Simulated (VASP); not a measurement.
# Ni (Im-3m) in VASP: notebook

Ni is run at these levels: LDA; tasks: single point, relaxation of cell and atoms.

Program: VASP 6.6.1. These are calculated values, not measurements. Logs are shortened: lines on timing, memory, paths and dates and some standing lists are left out, and cuts for length are marked.

### 1 The cell of the first run

The structure is cubic, space group Im-3m (No. 229). The conventional cell has a = 2.400 Å, b = 2.400 Å, c = 2.400 Å, α = 90.00°, β = 90.00°, γ = 90.00°. Ni (site symmetry m-3m) has 14 Ni at 2.08 to 2.40 Å within 2.8 Å.

### 2 Single point, LDA, collinear spin, ferromagnetic start

The input, INCAR:

```
SYSTEM = Ni
PREC = Accurate
ENCUT = 520
EDIFF = 1E-6
ISMEAR = -1
SIGMA = 0.1
LREAL = .FALSE.
LASPH = .TRUE.
NELM = 150
ALGO = Normal
ISIF = 2
LWAVE = .FALSE.
LCHARG = .FALSE.
ISPIN = 2
MAGMOM = 1
LORBIT = 11
LMAXMIX = 4
GGA = CA
NBANDS = 15
```

The input, KPOINTS:

```
regular mesh
0
G
  22 22 22
  0 0 0
```

The input, POSCAR:

```
Ni
1.0
   -1.2001371842      1.2001371842      1.2001371842
    1.2001371842     -1.2001371842      1.2001371842
    1.2001371842      1.2001371842     -1.2001371842
Ni
1
Direct
    0.0000000000      0.0000000000      0.0000000000
```

Potentials or basis: VASP PAW LDA potentials, release 64 (Ni).

Run with:

```bash
> cat potpaw_LDA.64/Ni/POTCAR > POTCAR
> mpirun -np 1 vasp_std > vasp.out
```

OUTCAR:

```text
SYSTEM = Ni
   PREC = Accurate
   ENCUT = 520
   EDIFF = 1E-6
   ISMEAR = -1
   LREAL = .FALSE.
   LASPH = .TRUE.
   NELM = 150
   ISIF = 2
   ISPIN = 2
   LORBIT = 11
   GGA = CA

 ion  position               nearest neighbor table
   1  0.000  0.000  0.000-

  LATTYP: Found a body centered cubic cell.
 ALAT       =     2.4002743684

  Lattice vectors:

 A1 = (  -1.2001371842,   1.2001371842,   1.2001371842)
 A2 = (   1.2001371842,  -1.2001371842,   1.2001371842)
 A3 = (   1.2001371842,   1.2001371842,  -1.2001371842)

Analysis of symmetry for initial positions (statically):
=====================================================================
 Subroutine PRICEL returns:
 Original cell was already a primitive cell.

 Routine SETGRP: Setting up the symmetry group for a
 body centered cubic supercell.

 Subroutine GETGRP returns: Found 48 space group operations
 (whereof 48 operations were pure point group operations)
 out of a pool of 48 trial point group operations.

The static configuration has the point symmetry O_h .

Analysis of symmetry for dynamics (positions and initial velocities):
=====================================================================
 Subroutine PRICEL returns:
 Original cell was already a primitive cell.

 Routine SETGRP: Setting up the symmetry group for a
 body centered cubic supercell.

 Subroutine GETGRP returns: Found 48 space group operations
 (whereof 48 operations were pure point group operations)
 out of a pool of 48 trial point group operations.

The dynamic configuration has the point symmetry O_h .

Analysis of structural, dynamic, and magnetic symmetry:
=====================================================================
 Subroutine PRICEL returns:
 Original cell was already a primitive cell.

 Routine SETGRP: Setting up the symmetry group for a
 body centered cubic supercell.

 Subroutine GETGRP returns: Found 48 space group operations
 (whereof 48 operations were pure point group operations)
 out of a pool of 48 trial point group operations.

The overall configuration has the point symmetry O_h .

 Subroutine INISYM returns: Found 48 space group operations
 (whereof 48 operations are pure point group operations),
 and found     1 'primitive' translations

----------------------------------------------------------------------------------------

                                     Primitive cell

  volume of cell :       6.9144

  direct lattice vectors                    reciprocal lattice vectors
    -1.200137184  1.200137184  1.200137184     0.000000000  0.416619039  0.416619039
     1.200137184 -1.200137184  1.200137184     0.416619039  0.000000000  0.416619039
     1.200137184  1.200137184 -1.200137184     0.416619039  0.416619039  0.000000000

  length of vectors
     2.078698579  2.078698579  2.078698579     0.589188295  0.589188295  0.589188295

  position of ions in fractional coordinates (direct lattice)
     0.000000000  0.000000000  0.000000000

  ion indices of the primitive-cell ions
   primitive index   ion index
                 1           1

----------------------------------------------------------------------------------------

 KPOINTS: regular mesh

Automatic generation of k-mesh.
 Grid dimensions read from file:
 generate k-points for:   22   22   22

 Generating k-lattice:

  Cartesian coordinates                     Fractional coordinates (reciprocal lattice)
     0.000000000  0.018937229  0.018937229     0.045454545  0.000000000  0.000000000
     0.018937229  0.000000000  0.018937229     0.000000000  0.045454545  0.000000000
     0.018937229  0.018937229  0.000000000     0.000000000  0.000000000  0.045454545

  Length of vectors
     0.026781286  0.026781286  0.026781286

  Shift w.r.t. Gamma in fractional coordinates (k-lattice)
     0.000000000  0.000000000  0.000000000

 Subroutine IBZKPT returns following result:
 ===========================================

 Found    328 irreducible k-points:

 Following reciprocal coordinates:
            Coordinates               Weight
  0.000000  0.000000  0.000000      1.000000
  0.045455  0.000000  0.000000     12.000000
  0.090909  0.000000  0.000000     12.000000
  0.136364  0.000000  0.000000     12.000000
  0.181818  0.000000  0.000000     12.000000
  0.227273  0.000000  0.000000     12.000000
[... 16 lines left out ...]
  0.090909  0.090909  0.000000     24.000000
  0.136364  0.090909  0.000000     48.000000
 [... further k-points ...]
   k-points           NKPTS =    328   k-points in BZ     NKDIM =    328   number of bands    NBANDS=     15
   number of dos      NEDOS =    301   number of ions     NIONS =      1
   total plane-waves  NPLWV =   4096
   dimension x,y,z NGX =    16 NGY =   16 NGZ =   16
   dimension x,y,z NGXF=    32 NGYF=   32 NGZF=   32
   ions per type =               1
   NGX,Y,Z   is equivalent  to a cutoff of  12.80, 12.80, 12.80 a.u.
   NGXF,Y,Z  is equivalent  to a cutoff of  25.59, 25.59, 25.59 a.u.
 SYSTEM =  Ni
   PREC   = accura    normal or accurate (medium, high low for compatibility)
   ISTART =      0    job   : 0-new  1-cont  2-samecut
   ICHARG =      2    charge: 1-file 2-atom 10-const
   ISPIN  =      2    spin polarized calculation?
   LNONCOLLINEAR =      F non collinear calculations
   LSORBIT =      F    spin-orbit coupling
   LASPH  =      T    aspherical Exc in radial PAW
   ENCUT  =  520.0 eV  38.22 Ry    6.18 a.u.   3.87  3.87  3.87*2*pi/ulx,y,z
   NELM   =    150;   NELMIN=  2; NELMDL= -5     # of ELM steps
   EDIFF  = 0.1E-05   stopping-criterion for ELM
   LREAL  =      F    real-space projection
   EDIFFG = 0.1E-04   stopping-criterion for IOM
   NSW    =      0    number of steps for IOM
   IBRION =     -1    ionic relax: 0-MD 1-quasi-New 2-CG
   NFREE  =      0    steps in history (QN), initial steepest desc. (CG)
   ISIF   =      2    stress and relaxation
   ISYM   =      2    0-nonsym 1-usesym 2-fastsym
   POTIM  = 0.5000    time-step for ionic-motion
   TEBEG  =    0.0;   TEEND  =   0.0 temperature during run
   PSTRESS=    0.0 pullay stress
   NELECT =      10.0000    total number of electrons
   NUPDOWN=      -1.0000    fix difference up-down
   EMIN   =  10.00;   EMAX   =-10.00  energy-range for DOS
   EFERMI =   0.00;   METHOD = LEGACY
   ISMEAR =    -1;   SIGMA  =   0.10  broadening in eV -4-tet -1-fermi 0-gaus
   EFERMI_NEDOS =   21; number of points for ismear=-14 and -15
   IALGO  =     38    algorithm
   IMIX   =      4    mixing-type and parameters
     AMIX     =   0.40;   BMIX     =  1.00
     AMIX_MAG =   1.60;   BMIX_MAG =  1.00
  volume/ion in A,a.u.               =       6.91        46.66
  Fermi-wavevector in a.u.,A,eV,Ry     =   1.851359  3.498561 46.634372  3.427530
  Thomas-Fermi vector in A             =   2.901344
   LORBIT       =     11    0 simple, 1 ext, 2 COOP (PROOUT), +10 PAW based schemes
   GGA     = CA    functional components
   LHFCALC =     F    Hartree Fock is set to
   AEXX    =    0.0000 exact exchange contribution
   IVDW    =     0    specifies the selected vdW correction
   LEPSILON=     F    determine dielectric tensor
   LRPA    =     F    only Hartree local field effects (RPA)
 spin polarized calculation
  energy-cutoff  :      520.00
  volume of cell :        6.91
 maximum number of plane-waves:       196
   NGX =  7   NGY =  7   NGZ =  7

 number of electron      10.0000005 magnetization      -0.0053364

 number of electron      10.0000005 magnetization       0.0008800

 Free energy of the ion-electron system (eV)
  ---------------------------------------------------
  ext. energy  EPLUGINS =         0.00000000
  ---------------------------------------------------
  free energy    TOTEN  =        -4.93262232 eV

  energy without entropy =       -4.89695841  energy(sigma->0) =       -4.91479037

 E-fermi :  17.2530     XC(G=0): -16.5117

 val. band max:       17.2461936780   @ k =  -0.4091   0.4091   0.3182
 cond. band min:      17.2562386758   @ k =  -0.3636   0.4545   0.1364
 fundamental gap:      0.0100449977
 Fermi energy:        17.2529923260

 spin component 1

 k-point     1 :       0.0000    0.0000    0.0000
  band No.  band energies     occupation
      1       4.8553      1.00000
      2      13.5544      1.00000
      3      13.5544      1.00000
      4      13.5544      1.00000
      5      16.1193      0.99999
      6      16.1193      0.99999
      7      48.1855      0.00000
      8      48.1855      0.00000
      9      48.1855      0.00000
     10      57.3685      0.00000
     11      57.3685      0.00000
     12      62.1093      0.00000
     13      62.8035      0.00000
     14      62.8035      0.00000
     15      62.8035      0.00000
[... 397 lines left out ...]
 k-point    24 :       0.1364    0.0909    0.0000
  band No.  band energies     occupation
      1       6.9956      1.00000
      2      12.9730      1.00000
      3      13.1532      1.00000
      4      15.0075      1.00000
      5      15.5905      1.00000
      6      16.2746      0.99994
      7      42.1629      0.00000
      8      44.3596      0.00000
      9      49.3285      0.00000
     10      51.8495      0.00000
     11      55.8098      0.00000
     12      58.8052      0.00000
     13      62.1361      0.00000
     14      63.2553      0.00000
     15      64.6942      0.00000

 [... further k-points ...]

 spin component 2

 k-point     1 :       0.0000    0.0000    0.0000
  band No.  band energies     occupation
      1       4.8556      1.00000
      2      13.5550      1.00000
      3      13.5550      1.00000
      4      13.5550      1.00000
      5      16.1198      0.99999
      6      16.1198      0.99999
      7      48.1858      0.00000
      8      48.1858      0.00000
      9      48.1858      0.00000
     10      57.3687      0.00000
     11      57.3687      0.00000
     12      62.8039      0.00000
     13      62.8039      0.00000
     14      62.8039      0.00000
     15      63.4946      0.00000
[... 397 lines left out ...]
 k-point    24 :       0.1364    0.0909    0.0000
  band No.  band energies     occupation
      1       6.9960      1.00000
      2      12.9736      1.00000
      3      13.1538      1.00000
      4      15.0081      1.00000
      5      15.5910      1.00000
      6      16.2751      0.99994
      7      42.1632      0.00000
      8      44.3599      0.00000
      9      49.3288      0.00000
     10      51.8499      0.00000
     11      55.8101      0.00000
     12      58.8056      0.00000
     13      62.1379      0.00000
     14      63.2556      0.00000
     15      64.6947      0.00000

 [... further k-points ...]
[... 5 lines left out ...]
  --------------------------------------------------------------------------------------
  -------------------------------------------------------------------------------------
  Total        9.9360529      9.9360529      9.9360529      0.0000000      0.0000000     -0.0000000
  in kB     2302.3524634   2302.3524634   2302.3524634      0.0000000      0.0000000     -0.0000000
  external PRESSURE =    2302.3524634 kB  Pullay stress =       0.0000000 kB

 VOLUME and BASIS-vectors are now :
 -----------------------------------------------------------------------------
  energy-cutoff  :      520.00
  volume of cell :        6.91
      direct lattice vectors                 reciprocal lattice vectors
    -1.200137184  1.200137184  1.200137184     0.000000000  0.416619039  0.416619039
     1.200137184 -1.200137184  1.200137184     0.416619039  0.000000000  0.416619039
     1.200137184  1.200137184 -1.200137184     0.416619039  0.416619039  0.000000000

 POSITION                                       TOTAL-FORCE (eV/Angst)
 -----------------------------------------------------------------------------------
      0.00000      0.00000      0.00000         0.000000      0.000000      0.000000
 -----------------------------------------------------------------------------------
    total drift:                                0.000000      0.000000     -0.000000

  FREE ENERGIE OF THE ION-ELECTRON SYSTEM (eV)
  ---------------------------------------------------
  free  energy   TOTEN  =        -4.9326223195 eV

  energy  without entropy=       -4.8969584107  energy(sigma->0) =       -4.91479037

 total charge

# of ion       s       p       d       tot
------------------------------------------
    1        0.749   1.052   8.783  10.584

 magnetization (x)

# of ion       s       p       d       tot
------------------------------------------
    1       -0.000  -0.000   0.000   0.000
```

It took 30 s on 1 thread of Intel Xeon Platinum 8488C (Sapphire Rapids), shared host; peak memory 0.16 GiB.

Results:

```
Free energy            : -4.9326 eV
Pressure               : 230.2 GPa
Band gap on the k mesh : zero (filled and empty bands overlap)
Net moment             : 0.00 μB per cell
```

[end of part 1 of 2]
